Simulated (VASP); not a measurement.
# C10O in VASP: notebook

C10O is run at these levels: PBE+D3(BJ); tasks: single point.

Everything below comes from runs of VASP 6.6.1. Logs are shortened: lines on timing, memory, paths and dates and some standing lists are left out, and cuts for length are marked.

**1. The cell of the first run**

The cell holds a slab with vacuum, 11 atoms: a = 2.466 Å, b = 2.465 Å, c = 32.598 Å, α = 90.00°, β = 90.00°, γ = 120.01°.

**2. Single point, PBE+D3(BJ)**

Input file INCAR:

```
  ALGO = Normal
  DIPOL = 0.5 0.5 0.492
  EDIFF = 1E-6
  ENCUT = 520
  GGA = PE
  IDIPOL = 3
  ISIF = 2
  ISMEAR = 0
  IVDW = 12
  LASPH = True
  LCHARG = False
  LDIPOL = True
  LREAL = False
  LWAVE = False
  NBANDS = 34
  NELM = 80
  PREC = Accurate
  SIGMA = 0.1
```

Input file KPOINTS:

```
k-points
0
Gamma
  12 12 1
```

Input file POSCAR:

```
C10O
1.0
    2.4655379958      0.0000000000      0.0000000000
   -1.2327689979      2.1341461202      0.0000000000
    0.0000000000      0.0000000000     32.5979677131
C O
10 1
Direct
    0.0833101794      0.1666203587      0.2607524516
    0.4166898207      0.8333796413      0.2607524516
    0.5833101794      0.1666203587      0.3650391123
    0.9166898206      0.8333796413      0.3650391123
    0.0833101794      0.1666203587      0.4693232410
    0.4166898207      0.8333796413      0.4693232410
    0.5833101794      0.1666203587      0.5736099016
    0.9166898206      0.8333796413      0.5736099016
    0.0833101794      0.1666203587      0.6778940303
    0.4166898207      0.8333796413      0.6778940303
    0.0833101794      0.4166203587      0.7173557236
```

Potentials or basis: VASP PAW PBE potentials, release 64 (C, O).

On the command line:

```
$ cat potpaw_PBE.64/C/POTCAR potpaw_PBE.64/O/POTCAR > POTCAR
$ mpirun -np 1 vasp_std > vasp.out
```

OUTCAR:

```text
EDIFF = 1E-6
   ENCUT = 520
   GGA = PE
   ISIF = 2
   ISMEAR = 0
   IVDW = 12
   LASPH = True
   LREAL = False
   NELM = 80
   PREC = Accurate
 IVDW          = 12

 ion  position               nearest neighbor table
   1  0.083  0.167  0.261-   2 1.42   2 1.42   2 1.42
   2  0.417  0.833  0.261-   1 1.42   1 1.42   1 1.42
   3  0.583  0.167  0.365-   4 1.42   4 1.42   4 1.42
   4  0.917  0.833  0.365-   3 1.42   3 1.42   3 1.42
   5  0.083  0.167  0.469-   6 1.42   6 1.42   6 1.42
   6  0.417  0.833  0.469-   5 1.42   5 1.42   5 1.42
   7  0.583  0.167  0.574-   8 1.42   8 1.42   8 1.42
   8  0.917  0.833  0.574-   7 1.42   7 1.42   7 1.42
   9  0.083  0.167  0.678-  10 1.42  10 1.42  10 1.42  11 1.43
  10  0.417  0.833  0.678-   9 1.42   9 1.42   9 1.42  11 1.59  11 2.01
  11  0.083  0.417  0.717-   9 1.43  10 1.59  10 2.01

  Warning from LATTYP: Monoclinic adjustment (A1->A3, A2->A1, A3->A2)!
  LATTYP: Found a base centered orthorhombic cell.
 ALAT       =     2.4655379958
 B/A-ratio  =     1.7311808813
 C/A-ratio  =    13.2214420417

  Lattice vectors:

 A1 = (   1.2327689979,  -2.1341461202,   0.0000000000)
 A2 = (   1.2327689979,   2.1341461202,   0.0000000000)
 A3 = (   0.0000000000,   0.0000000000,  32.5979677131)

Analysis of symmetry for initial positions (statically):
=====================================================================
 Subroutine PRICEL returns:
 Original cell was already a primitive cell.

 Routine SETGRP: Setting up the symmetry group for a
 base centered orthorhombic supercell.

 Subroutine GETGRP returns: Found  1 space group operations
 (whereof  1 operations were pure point group operations)
 out of a pool of  8 trial point group operations.

The static configuration has the point symmetry C_1 .

Analysis of symmetry for dynamics (positions and initial velocities):
=====================================================================
 Subroutine PRICEL returns:
 Original cell was already a primitive cell.

 Routine SETGRP: Setting up the symmetry group for a
 base centered orthorhombic supercell.

 Subroutine GETGRP returns: Found  1 space group operations
 (whereof  1 operations were pure point group operations)
 out of a pool of  8 trial point group operations.

The dynamic configuration has the point symmetry C_1 .

 Subroutine INISYM returns: Found  1 space group operations
 (whereof  1 operations are pure point group operations),
 and found     1 'primitive' translations

[... 128 lines left out ...]
   EFERMI_NEDOS =   21; number of points for ismear=-14 and -15
   IALGO  =     38    algorithm
   IMIX   =      4    mixing-type and parameters
     AMIX     =   0.40;   BMIX     =  1.00
     AMIX_MAG =   1.60;   BMIX_MAG =  1.00
  volume/ion in A,a.u.               =      15.59       105.23
  Fermi-wavevector in a.u.,A,eV,Ry     =   1.055728  1.995036 15.164527  1.114561
  Thomas-Fermi vector in A             =   2.190937
   LORBIT       =      0    0 simple, 1 ext, 2 COOP (PROOUT), +10 PAW based schemes
   GGA     = PE    functional components
   LHFCALC =     F    Hartree Fock is set to
   AEXX    =    0.0000 exact exchange contribution
   IVDW    =    12    specifies the selected vdW correction
   LEPSILON=     F    determine dielectric tensor
   LRPA    =     F    only Hartree local field effects (RPA)
 non-spin polarized calculation
 Gauss-broadening in eV      SIGMA  =   0.10
  energy-cutoff  :      520.00
  volume of cell :      171.52
 maximum number of plane-waves:      4686
   NGX =  9   NGY =  9   NGZ =121

 dipolmoment           0.000000      0.000000     -0.012686 electrons x Angstroem

 number of electron      45.9999994 magnetization

 dipolmoment           0.000000      0.000000      0.099721 electrons x Angstroem

 Free energy of the ion-electron system (eV)
  ---------------------------------------------------
  ext. energy  EPLUGINS =         0.00000000
  ---------------------------------------------------
  free energy    TOTEN  =       -95.14317703 eV

  energy without entropy =      -95.14037266  energy(sigma->0) =      -95.14177484

 E-fermi :  -0.1488     XC(G=0):  -5.9992

 val. band max:       -0.1573755031   @ k =   0.0000   0.1667   0.0000
 cond. band min:      -0.0421736747   @ k =   0.3333   0.3333   0.0000
 fundamental gap:      0.1152018284
 Fermi energy:        -0.1488153150

 k-point     1 :       0.0000    0.0000    0.0000
  band No.  band energies     occupation
      1     -24.7219      2.00000
      2     -19.8860      2.00000
      3     -19.7700      2.00000
      4     -19.6869      2.00000
      5     -19.5858      2.00000
      6     -16.2410      2.00000
[... 877 lines left out ...]
     33       8.0064      0.00000
     34       9.2192      0.00000

 [... further k-points ...]

------------------------ aborting loop because EDIFF is reached ----------------------------------------

 vacuum level on the upper side and lower side of the slab       (xc-potential included)         1.675        -1.697

 Edisp (eV)   -1.46993

 E8    (eV) :    -0.4216

  FORCE on cell =-STRESS in cart. coord.  units (eV):
  Direction    XX          YY          ZZ          XY          YZ          ZX
  --------------------------------------------------------------------------------------
  -------------------------------------------------------------------------------------
  Total       8.20823     9.65130     0.18876    -0.44331     3.54090     3.10548
  in kB      76.67149    90.15087     1.76319    -4.14087    33.07489    29.00763
  external pressure =       56.20 kB  Pullay stress =        0.00 kB

 VOLUME and BASIS-vectors are now :
 -----------------------------------------------------------------------------
  energy-cutoff  :      520.00
  volume of cell :      171.52
      direct lattice vectors                 reciprocal lattice vectors
     2.465537996  0.000000000  0.000000000     0.405590991  0.234285739  0.000000000
    -1.232768998  2.134146120  0.000000000     0.000000000  0.468571477  0.000000000
     0.000000000  0.000000000 32.597967713     0.000000000  0.000000000  0.030676759

 POSITION                                       TOTAL-FORCE (eV/Angst)
 -----------------------------------------------------------------------------------
      0.00000      0.35559      8.50000        -0.000031      0.019568      0.001331
      0.00000      1.77855      8.50000        -0.000041     -0.019577      0.001330
      1.23277      0.35559     11.89953        -0.000035      0.000140     -0.000183
      1.23277      1.77855     11.89953        -0.000038     -0.000151     -0.000186
      0.00000      0.35559     15.29898        -0.000066      0.037453      0.002601
      0.00000      1.77855     15.29898        -0.000060     -0.037441      0.002596
      1.23277      0.35559     18.69852        -0.002852      0.052528      0.013511
      1.23277      1.77855     18.69852        -0.000672     -0.054845      0.011444
      0.00000      0.35559     22.09797        -1.251619     -0.472822      0.129617
      0.00000      1.77855     22.09797        -1.148598     -2.272051     -0.465364
     -0.30819      0.88913     23.38434         2.404013      2.747197      0.303303
 -----------------------------------------------------------------------------------
    total drift:                                0.000387      0.000047     -0.001936

  FREE ENERGIE OF THE ION-ELECTRON SYSTEM (eV)
  ---------------------------------------------------
  free  energy   TOTEN  =       -96.6131085989 eV

  energy  without entropy=      -96.6103042363  energy(sigma->0) =      -96.61170642

 vacuum level on the upper side and lower side of the slab         7.529         4.100
```

stdout:

```text
POSCAR found type information on POSCAR C O
 POSCAR found :  2 types and      11 ions
 scaLAPACK will be used
 LDA part: xc-table for (Slater+PW92), standard interpolation
 POSCAR, INCAR and KPOINTS ok, starting setup
 FFT: planning ... GRIDC
 FFT: planning ... GRID_SOFT
 FFT: planning ... GRID
 WAVECAR not read
 entering main loop
```

Run time: 12 min. Hardware: 1 thread of Intel Xeon 6975P-C (Granite Rapids), shared host; peak memory 0.5 GiB.

What came out:

```yaml
Free_energy: -96.6131 eV
Largest_force: 3.663 eV/Å
Band_gap_on_the_k_mesh: zero (filled and empty bands overlap)
Dispersion_energy_per_atom: -0.134 eV
```

Forces on the atoms (eV/Å):
```
C    0.000  0.020  0.001
C    0.000 -0.020  0.001
C    0.000  0.000  0.000
C    0.000  0.000  0.000
C    0.000  0.037  0.003
C    0.000 -0.037  0.003
C   -0.003  0.053  0.014
C   -0.001 -0.055  0.011
C   -1.252 -0.473  0.130
C   -1.149 -2.272 -0.465
O    2.404  2.747  0.303
```

Levels at points of the mesh, in eV from the Fermi level:
```csv
k point,band 20,band 21,band 22,band 23,band 24,band 25,band 26,band 27
"(0.00, 0.00, 0.00)",-3.03,-3.03,-1.41,-0.21,2.84,3.56,4.69,5.17
"(0.50, 0.00, 0.00)",-2.47,-2.42,-2.39,-2.18,1.48,1.64,1.75,1.75
"(0.50, 0.50, 0.00)",-2.47,-2.42,-2.39,-1.87,1.48,1.64,1.75,1.75
"(0.00, 0.50, 0.00)",-2.65,-2.24,-1.85,-0.29,1.05,1.36,1.80,2.23
```

**3. Single point, PBE+D3(BJ)**

Input file INCAR:

```
ALGO     = Normal         # electronic algorithm
DIPOL    = 0.5 0.5 0.492
EDIFF    = 1E-6           # SCF threshold, eV
ENCUT    = 520            # plane-wave cutoff, eV
GGA      = PE             # functional
IDIPOL   = 3            
ISIF     = 2              # what is computed and relaxed
ISMEAR   = 0              # smearing method
IVDW     = 12             # dispersion correction
LASPH    = True           # aspherical terms in the spheres
LCHARG   = False          # write CHGCAR
LDIPOL   = True         
LREAL    = False          # projectors in reciprocal space
LWAVE    = False          # write WAVECAR
NBANDS   = 34             # bands
NELM     = 80             # most SCF steps
PREC     = Accurate       # precision mode
SIGMA    = 0.1            # smearing width, eV
```

KPOINTS is that of step 2.

POSCAR, as its differences from that of step 2:

```diff
@@ -18,2 +18,2 @@
     0.4166898207      0.8333796413      0.6778940303
-    0.0833101794      0.4166203587      0.7173557236
+    0.0833101793      0.6666203587      0.7203277384
```

Potentials or basis: VASP PAW PBE potentials, release 64 (C, O).

On the command line:

```
$ cat potpaw_PBE.64/C/POTCAR potpaw_PBE.64/O/POTCAR > POTCAR
$ mpirun -np 1 vasp_std > vasp.out
```

Run time: 8.6 min. Hardware: 1 thread of Intel Xeon 6975P-C (Granite Rapids), shared host; peak memory 0.48 GiB.

Results (log left out):

- Free energy: -95.6472 eV
- Largest force: 1.708 eV/Å
- Band gap on the k mesh: zero (bands 23 and 24 overlap by 0.12 eV)
- Dispersion energy per atom: -0.133 eV

Forces in eV/Å, atoms in the order of the input:
```
C    0.000  0.015 -0.001
C    0.000 -0.015 -0.001
C    0.000  0.002  0.001
C    0.000 -0.002  0.001
C    0.000  0.060  0.000
C    0.000 -0.060  0.000
C   -0.001  0.029  0.018
C   -0.004 -0.024  0.020
C   -0.226 -0.131 -0.815
C   -1.246 -0.719  0.619
O    1.477  0.845  0.157
```

Levels at points of the mesh, in eV from the Fermi level:
```tsv
k point	band 21	band 22	band 23	band 24	band 25	band 26
(0.00, 0.00, 0.00)	-3.04	-0.71	0.06	0.12	3.59	4.41
(0.50, 0.00, 0.00)	-2.44	-2.39	-0.79	0.83	1.30	1.61
(0.50, 0.50, 0.00)	-2.44	-2.39	-1.93	0.88	1.53	1.61
(0.00, 0.50, 0.00)	-2.33	-1.94	-1.88	0.84	1.19	1.33
```
